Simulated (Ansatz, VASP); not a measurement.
Hf: VASP beside Ansatz

The input INCAR:

```
SYSTEM = Hf
PREC = Accurate
ENCUT = 520
EDIFF = 1E-6
ISMEAR = -1
SIGMA = 0.05
LREAL = .FALSE.
LASPH = .TRUE.
NELM = 100
ALGO = Normal
ISIF = 2
LWAVE = .FALSE.
LCHARG = .FALSE.
NBANDS = 11
```

Contents of KPOINTS:

```
Automatic mesh
0
G
  14 14 14
  0 0 0
```

The input POSCAR:

```
Hf
1.0
   -1.7964725258      1.7964725258      1.7964725258
    1.7964725258     -1.7964725258      1.7964725258
    1.7964725258      1.7964725258     -1.7964725258
Hf
1
Direct
    0.0000000000      0.0000000000      0.0000000000
```

Input for Ansatz:

```yaml
crystal:
  lattice:
    - [-1.7964725258, 1.7964725258, 1.7964725258]
    - [1.7964725258, -1.7964725258, 1.7964725258]
    - [1.7964725258, 1.7964725258, -1.7964725258]
  atoms:
    - { symbol: Hf, position: [0.0, 0.0, 0.0] }
kpoints:
  mp_grid: { grid: [14, 14, 14] }
scf:
  occupations: { method: fermi_dirac, width: 0.05 }
hamiltonian:
  xc: lda
  pseudopotentials: { kind: all_electron, lapw: { basis_error: 0.0005 } }
output:
  forces: true
  stress: true
  eigenvalues: true
```

Change from the starting cell: volume scaled by 1.05.

Alike in both runs: task single point; functional LDA; k mesh 14 × 14 × 14; occupations fermi-dirac, width 0.05 eV; no spin polarisation.

|  | VASP | Ansatz |
| --- | --- | --- |
| version | VASP 6.6.1 | Ansatz 0.2.0 |
| potentials or method | VASP PAW LDA potentials, release 64 (Hf_pv), cutoff 520 eV | all-electron LAPW, scalar-relativistic |

|  | VASP | Ansatz | Ansatz less VASP |
| --- | --- | --- | --- |
| pressure (GPa) | -11.7 | -11.7 | +0.01 |

LDA's correlation is that of Perdew and Zunger in VASP and of Perdew and Wang (1992) in Ansatz. Ansatz ran all-electron here, and VASP with PAW potentials.

Spin-orbit coupling is off throughout.
